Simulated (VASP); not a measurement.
AlAs3:

```
Al As
1.0
     5.98709    0.00000    0.00000
    -2.99354    5.18497    0.00000
     0.00000    0.00000    6.28716
Al As
2 6
Direct
  0.66667 0.33333 0.63847
  0.33333 0.66667 0.13847
  0.34558 0.30701 0.50251
  0.65442 0.69299 0.00251
  0.30701 0.96143 0.00251
  0.96143 0.65442 0.50251
  0.69299 0.03857 0.50251
  0.03857 0.34558 0.00251
```

The cell was built from a structure type or drawn by symmetry, and may not be a known phase.

- Program: VASP 6.6.1
- Task: relaxation of cell and atoms
- Functional: PBE
- Potentials or basis: VASP PAW PBE potentials, release 64 (Al, As)
- Cutoff: 600 eV
- k mesh: 3 × 3 × 4
- Occupations: gaussian, width 0.1 eV
- Spin: no spin polarisation

At the start: pressure 16.8 GPa; volume 24.40 Å³/atom.

Problem. Where does the relaxation end?

Solution. Over 27 steps the energy falls by 1363.5 meV/atom and the volume is 21.20 Å³/atom (-13.1 %); space group P6_3 (No. 173, to 0.1 Å) before and after.

Step by step:
| step | energy change (eV) | largest force (eV/Å) | pressure (GPa) | volume (Å³) |
| --- | --- | --- | --- | --- |
| 1 | 0.0000 | 9.1196 | 16.76 | 195.17 |
| 2 | -4.0207 | 0.2331 | -10.97 | 275.70 |
| 3 | -6.0247 | 1.2251 | -7.31 | 234.22 |
| 4 | -6.0315 | 1.3152 | -7.04 | 233.04 |
| 5 | -6.0323 | 1.4444 | -6.65 | 231.44 |
| 6 | -8.0237 | 1.4798 | -5.77 | 202.53 |
| 7 | -6.7936 | 2.8622 | 32.22 | 129.67 |
| 8 | -9.1801 | 1.4484 | -1.23 | 177.59 |
| 9 | -9.3674 | 1.1551 | 10.83 | 149.65 |
| 10 | -9.5893 | 1.2244 | 3.97 | 162.01 |
| 11 | -9.5961 | 1.1977 | 4.99 | 159.76 |
| 12 | -10.2441 | 1.0579 | 4.43 | 158.92 |
| 13 | -10.2515 | 1.1979 | 4.67 | 158.73 |
| 14 | -10.7283 | 0.3656 | -2.77 | 175.22 |
| 15 | -10.7400 | 0.4410 | -1.98 | 172.81 |
| 16 | -10.8509 | 0.2288 | 0.11 | 167.49 |
| 17 | -10.8538 | 0.1899 | 0.57 | 166.49 |
| 18 | -10.8799 | 0.0754 | 0.12 | 167.66 |
| 19 | -10.8885 | 0.0764 | -0.26 | 168.81 |
| 20 | -10.8945 | 0.0866 | 0.23 | 167.85 |
| 21 | -10.8954 | 0.0930 | 0.53 | 167.28 |
| 22 | -10.8992 | 0.0856 | 0.43 | 167.68 |
| 23 | -10.9027 | 0.0688 | 0.26 | 168.57 |
| 24 | -10.9028 | 0.0746 | 0.28 | 168.42 |
| 25 | -10.9056 | 0.0607 | 0.03 | 169.11 |
| 26 | -10.9067 | 0.0458 | -0.29 | 169.98 |
| 27 | -10.9079 | 0.0248 | -0.08 | 169.61 |

Final structure:
```
Al As
1.0
     6.21232    0.00000    0.00000
    -3.10616    5.38002    0.00000
     0.00000    0.00000    5.07474
Al As
2 6
Direct
  0.66667 0.33333 0.71530
  0.33333 0.66667 0.21530
  0.25493 0.26097 0.47690
  0.74507 0.73903 0.97690
  0.26097 0.00603 0.97690
  0.00603 0.74507 0.47690
  0.73903 0.99397 0.47690
  0.99397 0.25493 0.97690
```

Caveat: the k points lie up to 0.39 Å⁻¹ apart in the final cell, too coarse for converged energies and pressures of a metal; a cell axis changed by over 15 % at a fixed basis, so the end point is rough.
